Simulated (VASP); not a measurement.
# As (Im-3m) in VASP: notebook

As is run at these levels: PBE; tasks: single point.

Everything below comes from runs of VASP 6.6.1. Logs are shortened: lines on timing, memory, paths and dates and some standing lists are left out, and cuts for length are marked.

## Step 1: The cell of the first run

Symmetry: Im-3m, No. 229, cubic system. The conventional cell has a = 2.759 Å, b = 2.759 Å, c = 2.759 Å, α = 90.00°, β = 90.00°, γ = 90.00°. Within 3.2 Å of As (site symmetry m-3m) lie 14 As at 2.39 to 2.76 Å.

## Step 2: Single point, PBE (volume scaled by 0.55)

File INCAR:

```
SYSTEM = As
PREC = Accurate
ENCUT = 520
EDIFF = 1E-6
ISMEAR = -1
SIGMA = 0.05
LREAL = .FALSE.
LASPH = .TRUE.
NELM = 80
ALGO = Normal
ISIF = 2
LWAVE = .FALSE.
LCHARG = .FALSE.
GGA = PE
NBANDS = 8
```

File KPOINTS:

```
Automatic mesh
0
G
  16 16 16
  0 0 0
```

File POSCAR:

```
As
1.0
   -1.3797219628      1.3797219628      1.3797219628
    1.3797219628     -1.3797219628      1.3797219628
    1.3797219628      1.3797219628     -1.3797219628
As
1
Direct
    0.0000000000      0.0000000000      0.0000000000
```

Potentials or basis: VASP PAW PBE potentials, release 64 (As).

Started as:

```bash
cat potpaw_PBE.64/As/POTCAR > POTCAR
mpirun -np 1 vasp_std > vasp.out
```

OUTCAR:

```text
SYSTEM = As
   PREC = Accurate
   ENCUT = 520
   EDIFF = 1E-6
   ISMEAR = -1
   LREAL = .FALSE.
   LASPH = .TRUE.
   NELM = 80
   ISIF = 2
   GGA = PE

 ion  position               nearest neighbor table
   1  0.000  0.000  0.000-

  LATTYP: Found a body centered cubic cell.
 ALAT       =     2.7594439256

  Lattice vectors:

 A1 = (  -1.3797219628,   1.3797219628,   1.3797219628)
 A2 = (   1.3797219628,  -1.3797219628,   1.3797219628)
 A3 = (   1.3797219628,   1.3797219628,  -1.3797219628)

Analysis of symmetry for initial positions (statically):
=====================================================================
 Subroutine PRICEL returns:
 Original cell was already a primitive cell.

 Routine SETGRP: Setting up the symmetry group for a
 body centered cubic supercell.

 Subroutine GETGRP returns: Found 48 space group operations
 (whereof 48 operations were pure point group operations)
 out of a pool of 48 trial point group operations.

The static configuration has the point symmetry O_h .

Analysis of symmetry for dynamics (positions and initial velocities):
=====================================================================
 Subroutine PRICEL returns:
 Original cell was already a primitive cell.

 Routine SETGRP: Setting up the symmetry group for a
 body centered cubic supercell.

 Subroutine GETGRP returns: Found 48 space group operations
 (whereof 48 operations were pure point group operations)
 out of a pool of 48 trial point group operations.

The dynamic configuration has the point symmetry O_h .

 Subroutine INISYM returns: Found 48 space group operations
 (whereof 48 operations are pure point group operations),
 and found     1 'primitive' translations

----------------------------------------------------------------------------------------

                                     Primitive cell

  volume of cell :      10.5059

  direct lattice vectors                    reciprocal lattice vectors
    -1.379721963  1.379721963  1.379721963     0.000000000  0.362391854  0.362391854
     1.379721963 -1.379721963  1.379721963     0.362391854  0.000000000  0.362391854
     1.379721963  1.379721963 -1.379721963     0.362391854  0.362391854  0.000000000

  length of vectors
     2.389748540  2.389748540  2.389748540     0.512499475  0.512499475  0.512499475

  position of ions in fractional coordinates (direct lattice)
     0.000000000  0.000000000  0.000000000

  ion indices of the primitive-cell ions
   primitive index   ion index
                 1           1

----------------------------------------------------------------------------------------

 KPOINTS: Automatic mesh

Automatic generation of k-mesh.
 Grid dimensions read from file:
 generate k-points for:   16   16   16

 Generating k-lattice:

  Cartesian coordinates                     Fractional coordinates (reciprocal lattice)
     0.000000000  0.022649491  0.022649491     0.062500000  0.000000000  0.000000000
     0.022649491  0.000000000  0.022649491     0.000000000  0.062500000  0.000000000
     0.022649491  0.022649491  0.000000000     0.000000000  0.000000000  0.062500000

  Length of vectors
     0.032031217  0.032031217  0.032031217

  Shift w.r.t. Gamma in fractional coordinates (k-lattice)
     0.000000000  0.000000000  0.000000000

 Subroutine IBZKPT returns following result:
 ===========================================

 Found    145 irreducible k-points:

 Following reciprocal coordinates:
            Coordinates               Weight
  0.000000  0.000000  0.000000      1.000000
  0.062500  0.000000  0.000000     12.000000
  0.125000  0.000000  0.000000     12.000000
  0.187500  0.000000  0.000000     12.000000
  0.250000  0.000000  0.000000     12.000000
  0.312500  0.000000  0.000000     12.000000
[... 16 lines left out ...]
  0.187500  0.187500  0.000000     24.000000
  0.250000  0.187500  0.000000     48.000000
 [... further k-points ...]
   k-points           NKPTS =    145   k-points in BZ     NKDIM =    145   number of bands    NBANDS=      8
   number of dos      NEDOS =    301   number of ions     NIONS =      1
   total plane-waves  NPLWV =   5832
   dimension x,y,z NGX =    18 NGY =   18 NGZ =   18
   dimension x,y,z NGXF=    36 NGYF=   36 NGZF=   36
   ions per type =               1
   NGX,Y,Z   is equivalent  to a cutoff of  12.52, 12.52, 12.52 a.u.
   NGXF,Y,Z  is equivalent  to a cutoff of  25.04, 25.04, 25.04 a.u.
 SYSTEM =  As
   PREC   = accura    normal or accurate (medium, high low for compatibility)
   ISTART =      0    job   : 0-new  1-cont  2-samecut
   ICHARG =      2    charge: 1-file 2-atom 10-const
   ISPIN  =      1    spin polarized calculation?
   LNONCOLLINEAR =      F non collinear calculations
   LSORBIT =      F    spin-orbit coupling
   LASPH  =      T    aspherical Exc in radial PAW
   ENCUT  =  520.0 eV  38.22 Ry    6.18 a.u.   4.44  4.44  4.44*2*pi/ulx,y,z
   NELM   =     80;   NELMIN=  2; NELMDL= -5     # of ELM steps
   EDIFF  = 0.1E-05   stopping-criterion for ELM
   LREAL  =      F    real-space projection
   EDIFFG = 0.1E-04   stopping-criterion for IOM
   NSW    =      0    number of steps for IOM
   IBRION =     -1    ionic relax: 0-MD 1-quasi-New 2-CG
   NFREE  =      0    steps in history (QN), initial steepest desc. (CG)
   ISIF   =      2    stress and relaxation
   ISYM   =      2    0-nonsym 1-usesym 2-fastsym
   POTIM  = 0.5000    time-step for ionic-motion
   TEBEG  =    0.0;   TEEND  =   0.0 temperature during run
   PSTRESS=    0.0 pullay stress
   NELECT =       5.0000    total number of electrons
   NUPDOWN=      -1.0000    fix difference up-down
   EMIN   =  10.00;   EMAX   =-10.00  energy-range for DOS
   EFERMI =   0.00;   METHOD = LEGACY
   ISMEAR =    -1;   SIGMA  =   0.05  broadening in eV -4-tet -1-fermi 0-gaus
   EFERMI_NEDOS =   21; number of points for ismear=-14 and -15
   IALGO  =     38    algorithm
   IMIX   =      4    mixing-type and parameters
     AMIX     =   0.40;   BMIX     =  1.00
     AMIX_MAG =   1.60;   BMIX_MAG =  1.00
  volume/ion in A,a.u.               =      10.51        70.90
  Fermi-wavevector in a.u.,A,eV,Ry     =   1.278164  2.415380 22.227883  1.633703
  Thomas-Fermi vector in A             =   2.410722
   LORBIT       =      0    0 simple, 1 ext, 2 COOP (PROOUT), +10 PAW based schemes
   GGA     = PE    functional components
   LHFCALC =     F    Hartree Fock is set to
   AEXX    =    0.0000 exact exchange contribution
   IVDW    =     0    specifies the selected vdW correction
   LEPSILON=     F    determine dielectric tensor
   LRPA    =     F    only Hartree local field effects (RPA)
 non-spin polarized calculation
  energy-cutoff  :      520.00
  volume of cell :       10.51
 maximum number of plane-waves:       321
 NGX is ok and might be reduce to    18
   NGX =  9   NGY =  9   NGZ =  9

 number of electron       5.0000001 magnetization

 Free energy of the ion-electron system (eV)
  ---------------------------------------------------
  ext. energy  EPLUGINS =         0.00000000
  ---------------------------------------------------
  free energy    TOTEN  =        -1.43400742 eV

  energy without entropy =       -1.43123955  energy(sigma->0) =       -1.43262348

 E-fermi :  15.4248     XC(G=0): -13.5759

 val. band max:       15.4193559179   @ k =  -0.4375   0.4375   0.3750
 cond. band min:      15.4665509393   @ k =   0.2500   0.0000   0.0000
 fundamental gap:      0.0471950214
 Fermi energy:        15.4248435149

 k-point     1 :       0.0000    0.0000    0.0000
  band No.  band energies     occupation
      1      -7.0627      2.00000
      2      28.1091      0.00000
      3      28.1091      0.00000
      4      28.1091      0.00000
      5      31.7258      0.00000
      6      31.7258      0.00000
      7      31.7258      0.00000
      8      34.3717      0.00000

 k-point     2 :       0.0625    0.0000    0.0000
  band No.  band energies     occupation
      1      -6.9053      2.00000
      2      26.3571      0.00000
      3      27.0278      0.00000
      4      27.7900      0.00000
      5      30.6445      0.00000
      6      31.2586      0.00000
      7      33.0185      0.00000
      8      33.3696      0.00000

 k-point     3 :       0.1250    0.0000    0.0000
  band No.  band energies     occupation
      1      -6.4329      2.00000
      2      22.8961      0.00000
      3      25.2523      0.00000
      4      26.9145      0.00000
      5      29.0721      0.00000
      6      30.0331      0.00000
      7      33.0347      0.00000
      8      34.1451      0.00000

 k-point     4 :       0.1875    0.0000    0.0000
  band No.  band energies     occupation
      1      -5.6442      2.00000
      2      19.1435      0.00000
      3      23.5611      0.00000
      4      25.7734      0.00000
      5      27.6711      0.00000
      6      28.9361      0.00000
      7      33.4262      0.00000
      8      35.1372      0.00000

 k-point     5 :       0.2500    0.0000    0.0000
  band No.  band energies     occupation
      1      -4.5375      2.00000
      2      15.4666      0.60554
      3      22.0988      0.00000
      4      24.6520      0.00000
      5      26.5142      0.00000
      6      28.0292      0.00000
      7      34.3201      0.00000
      8      36.2449      0.00000
[... 177 lines left out ...]
 k-point    22 :       0.4375    0.1250    0.0000
  band No.  band energies     occupation
      1       3.3122      2.00000
      2       3.7805      2.00000
      3      15.7011      0.00794
      4      20.3851      0.00000
      5      26.9618      0.00000
      6      30.8448      0.00000
      7      37.9602      0.00000
      8      38.0742      0.00000

 k-point    23 :       0.1875    0.1875    0.0000
  band No.  band energies     occupation
      1      -2.7954      2.00000
      2      14.1593      2.00000
      3      15.2276      1.96201
      4      21.6180      0.00000
      5      29.6300      0.00000
      6      30.0295      0.00000
      7      35.7297      0.00000
      8      37.6542      0.00000

 k-point    24 :       0.2500    0.1875    0.0000
  band No.  band energies     occupation
      1      -1.2107      2.00000
      2      11.2593      2.00000
      3      13.8690      2.00000
      4      20.7779      0.00000
      5      29.1582      0.00000
      6      31.0929      0.00000
      7      35.9301      0.00000
      8      39.8444      0.00000

 [... further k-points ...]

------------------------ aborting loop because EDIFF is reached ----------------------------------------

  FORCE on cell =-STRESS in cart. coord.  units (eV):
  Direction    XX          YY          ZZ          XY          YZ          ZX
  --------------------------------------------------------------------------------------
  -------------------------------------------------------------------------------------
  Total       11.7304067     11.7304067     11.7304067     -0.0000000     -0.0000000     -0.0000000
  in kB     1788.9117951   1788.9117951   1788.9117951     -0.0000000     -0.0000000     -0.0000000
  external PRESSURE =    1788.9117951 kB  Pullay stress =       0.0000000 kB

 VOLUME and BASIS-vectors are now :
 -----------------------------------------------------------------------------
  energy-cutoff  :      520.00
  volume of cell :       10.51
      direct lattice vectors                 reciprocal lattice vectors
    -1.379721963  1.379721963  1.379721963     0.000000000  0.362391854  0.362391854
     1.379721963 -1.379721963  1.379721963     0.362391854  0.000000000  0.362391854
     1.379721963  1.379721963 -1.379721963     0.362391854  0.362391854  0.000000000

 POSITION                                       TOTAL-FORCE (eV/Angst)
 -----------------------------------------------------------------------------------
      0.00000      0.00000      0.00000        -0.000000     -0.000000     -0.000000
 -----------------------------------------------------------------------------------
    total drift:                                0.000000      0.000000      0.000000

  FREE ENERGIE OF THE ION-ELECTRON SYSTEM (eV)
  ---------------------------------------------------
  free  energy   TOTEN  =        -1.4340074176 eV

  energy  without entropy=       -1.4312395514  energy(sigma->0) =       -1.43262348
```

It took 6.4 s on 1 thread of Intel Xeon Platinum 8375C at 2.90GHz (Ice Lake), shared host; peak memory 0.12 GiB.

Results:

```
Free energy : -1.4340 eV
Pressure    : 178.9 GPa
```

Levels at points of the mesh, in eV from the Fermi level:
```
           k point  band 1  band 2  band 3  band 4  band 5  band 6  band 7  band 8
(0.00, 0.00, 0.00)  -22.49   12.68   12.68   12.68   16.30   16.30   16.30   18.95
(0.50, 0.00, 0.00)  -12.55  -12.15    3.93    6.98    9.03   10.99   25.29   26.12
(0.50, 0.50, 0.50)   -4.25   -4.25   -4.25   -2.24    1.32    1.32   32.51   32.52
```

## Step 3: Single point, PBE (volume scaled by 0.65)

File INCAR:

```
PREC = Accurate
ENCUT = 520
EDIFF = 1E-6
ISMEAR = -1
SIGMA = 0.05
LREAL = False
LASPH = True
NELM = 80
ALGO = Normal
ISIF = 2
LWAVE = False
LCHARG = False
GGA = PE
NBANDS = 8
```

File KPOINTS:

```
Automatic mesh
0
Gamma
  16 16 16
```

File POSCAR:

```
As
1.0
   -1.4587307343      1.4587307343      1.4587307343
    1.4587307343     -1.4587307343      1.4587307343
    1.4587307343      1.4587307343     -1.4587307343
As
1
Direct
    0.0000000000      0.0000000000      0.0000000000
```

Potentials or basis: VASP PAW PBE potentials, release 64 (As).

Started as:

```bash
cat potpaw_PBE.64/As/POTCAR > POTCAR
mpirun -np 1 vasp_std > vasp.out
```

Wall time 7.5 s (1 thread of Intel Xeon Platinum 8375C at 2.90GHz (Ice Lake), shared host); peak memory 0.13 GiB.

It converged, with:

- Free energy: -2.9710 eV
- Pressure: 89.1 GPa

Levels at points of the mesh, in eV from the Fermi level:
```tsv
k point	band 1	band 2	band 3	band 4	band 5	band 6
(0.00, 0.00, 0.00)	-19.99	10.30	10.30	10.30	15.22	15.22
(0.50, 0.00, 0.00)	-11.74	-10.29	3.23	6.28	8.83	9.81
(0.50, 0.50, 0.50)	-3.86	-3.60	-3.60	-3.60	2.07	2.07
```
